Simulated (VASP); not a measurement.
# WS2 (R3m) in VASP: further runs, part 2 of 2

VASP 6.6.1.

## Step 3: Single point, LDA (zz strain of -3 %)

INCAR

```
PREC = Accurate
ENCUT = 520
EDIFF = 1E-6
ISMEAR = -1
SIGMA = 0.08
LREAL = False
LASPH = True
NELM = 100
ALGO = Normal
ISIF = 2
LWAVE = False
LCHARG = False
NBANDS = 20
```

KPOINTS

```
regular mesh
0
Gamma
  13 13 13
```

POSCAR

```
WS2
1.0
    1.5790003843      0.9116362969      5.9784301000
   -1.5790003843      0.9116362969      5.9784301000
    0.0000000000     -1.8232725938      5.9784301000
W S
1 2
Direct
    0.0000000000      0.0000000000      0.0000000000
    0.7503000000      0.7503000000      0.7503000000
    0.5810000000      0.5810000000      0.5810000000
```

Potentials or basis: VASP PAW LDA potentials, release 64 (W_sv, S).

Run with:

```console
$ cat potpaw_LDA.64/W_sv/POTCAR potpaw_LDA.64/S/POTCAR > POTCAR
$ mpirun -np 1 vasp_std > vasp.out
```

OUTCAR:

```text
PREC = Accurate
   ENCUT = 520
   EDIFF = 1E-6
   ISMEAR = -1
   LREAL = False
   LASPH = True
   NELM = 100
   ISIF = 2

 ion  position               nearest neighbor table
   1  0.000  0.000  0.000-   2 2.36   2 2.36   2 2.36   3 2.38   3 2.38   3 2.38
   2  0.750  0.750  0.750-   1 2.36   1 2.36   1 2.36
   3  0.581  0.581  0.581-   1 2.38   1 2.38   1 2.38

  LATTYP: Found a trigonal (rhomboedric) cell.
 ALAT       =     6.2502759469
 COS(alpha) =     0.8723572702

  Lattice vectors:

 A1 = (   1.5790003843,   0.9116362969,   5.9784301000)
 A2 = (  -1.5790003843,   0.9116362969,   5.9784301000)
 A3 = (   0.0000000000,  -1.8232725938,   5.9784301000)

Analysis of symmetry for initial positions (statically):
=====================================================================
 Subroutine PRICEL returns:
 Original cell was already a primitive cell.

 Routine SETGRP: Setting up the symmetry group for a
 trigonal (rhombohedral) supercell.

 Subroutine GETGRP returns: Found  6 space group operations
 (whereof  6 operations were pure point group operations)
 out of a pool of 12 trial point group operations.

The static configuration has the point symmetry C_3v.

Analysis of symmetry for dynamics (positions and initial velocities):
=====================================================================
 Subroutine PRICEL returns:
 Original cell was already a primitive cell.

 Routine SETGRP: Setting up the symmetry group for a
 trigonal (rhombohedral) supercell.

 Subroutine GETGRP returns: Found  6 space group operations
 (whereof  6 operations were pure point group operations)
 out of a pool of 12 trial point group operations.

The dynamic configuration has the point symmetry C_3v.

 Subroutine INISYM returns: Found  6 space group operations
 (whereof  6 operations are pure point group operations),
[... 112 lines left out ...]
   EFERMI =   0.00;   METHOD = LEGACY
   ISMEAR =    -1;   SIGMA  =   0.08  broadening in eV -4-tet -1-fermi 0-gaus
   EFERMI_NEDOS =   21; number of points for ismear=-14 and -15
   IALGO  =     38    algorithm
   IMIX   =      4    mixing-type and parameters
     AMIX     =   0.40;   BMIX     =  1.00
     AMIX_MAG =   1.60;   BMIX_MAG =  1.00
  volume/ion in A,a.u.               =      17.21       116.15
  Fermi-wavevector in a.u.,A,eV,Ry     =   1.302422  2.461221 23.079619  1.696304
  Thomas-Fermi vector in A             =   2.433491
   LORBIT       =      0    0 simple, 1 ext, 2 COOP (PROOUT), +10 PAW based schemes
   GGA     = CA    functional components
   LHFCALC =     F    Hartree Fock is set to
   AEXX    =    0.0000 exact exchange contribution
   IVDW    =     0    specifies the selected vdW correction
   LEPSILON=     F    determine dielectric tensor
   LRPA    =     F    only Hartree local field effects (RPA)
 non-spin polarized calculation
  energy-cutoff  :      520.00
  volume of cell :       51.63
 maximum number of plane-waves:      1412
   NGX = 23   NGY = 23   NGZ = 23

 number of electron      26.0000000 magnetization

 Free energy of the ion-electron system (eV)
  ---------------------------------------------------
  ext. energy  EPLUGINS =         0.00000000
  ---------------------------------------------------
  free energy    TOTEN  =       -26.22276547 eV

  energy without entropy =      -26.22266907  energy(sigma->0) =      -26.22271727

 E-fermi :   8.3015     XC(G=0): -11.3881

 val. band max:        7.9930422959   @ k =   0.4615   0.4615   0.4615
 cond. band min:       8.8811125869   @ k =  -0.3077   0.3077   0.0000
 fundamental gap:      0.8880702910
 Fermi energy:         8.3014539877

 k-point     1 :       0.0000    0.0000    0.0000
  band No.  band energies     occupation
      1     -66.4195      2.00000
      2     -30.9746      2.00000
      3     -30.7991      2.00000
      4     -30.7991      2.00000
      5      -8.0708      2.00000
      6      -5.7935      2.00000
[... 541 lines left out ...]
     19      15.5535      0.00000
     20      16.1089      0.00000

 [... further k-points ...]

------------------------ aborting loop because EDIFF is reached ----------------------------------------

  FORCE on cell =-STRESS in cart. coord.  units (eV):
  Direction    XX          YY          ZZ          XY          YZ          ZX
  --------------------------------------------------------------------------------------
  -------------------------------------------------------------------------------------
  Total        0.0536391      0.0536391      2.1922105      0.0000000      0.0000000      0.0000000
  in kB        1.6643697      1.6643697     68.0221865      0.0000000      0.0000000      0.0000000
  external PRESSURE =      23.7836420 kB  Pullay stress =       0.0000000 kB

 VOLUME and BASIS-vectors are now :
 -----------------------------------------------------------------------------
  energy-cutoff  :      520.00
  volume of cell :       51.63
      direct lattice vectors                 reciprocal lattice vectors
     1.579000384  0.911636297  5.978430100     0.316656034  0.182821447  0.055755997
    -1.579000384  0.911636297  5.978430100    -0.316656034  0.182821447  0.055755997
     0.000000000 -1.823272594  5.978430100     0.000000000 -0.365642893  0.055755997

 POSITION                                       TOTAL-FORCE (eV/Angst)
 -----------------------------------------------------------------------------------
      0.00000      0.00000      0.00000         0.000000     -0.000000     -0.627115
      0.00000      0.00000     13.45685         0.000000     -0.000000      1.047390
      0.00000      0.00000     10.42040         0.000000      0.000000     -0.420274
 -----------------------------------------------------------------------------------
    total drift:                                0.000000      0.000000     -0.000062

  FREE ENERGIE OF THE ION-ELECTRON SYSTEM (eV)
  ---------------------------------------------------
  free  energy   TOTEN  =       -26.2227654716 eV

  energy  without entropy=      -26.2226690692  energy(sigma->0) =      -26.22271727
```

It took 4.5 min on 1 thread of Intel Xeon 6975P-C (Granite Rapids), shared host; peak memory 0.41 GiB.

What came out:

| Quantity | Value |
| --- | --- |
| Free energy | -26.2228 eV |
| Pressure | 2.4 GPa |
| Largest force | 1.047 eV/Å |
| Band gap on the k mesh | 0.89 eV (least direct gap 1.99 eV) |

Forces in eV/Å, atoms in the order of the input:
```
W    0.000  0.000 -0.627
S    0.000  0.000  1.047
S    0.000  0.000 -0.420
```

Stress tensor (GPa, compression positive):
```
0.17 0.00 0.00
0.00 0.17 0.00
0.00 0.00 6.80
```

Levels at points of the mesh, in eV from the valence-band top:
```
           k point  band 11  band 12  band 13  band 14  band 15  band 16
(0.00, 0.00, 0.00)    -2.78    -1.55    -1.30     1.90     1.90     2.43
```

Caveat: the cell differs from its parent crystal (zz strain of -3 %); the stress differs along the axes, from 0 to 7 GPa; spin-orbit coupling is left out, which moves the levels of the heavy elements; forces of over 1 eV/Å act on the atoms, so gaps and moduli don't describe the material at rest. A k mesh can miss the band edges.
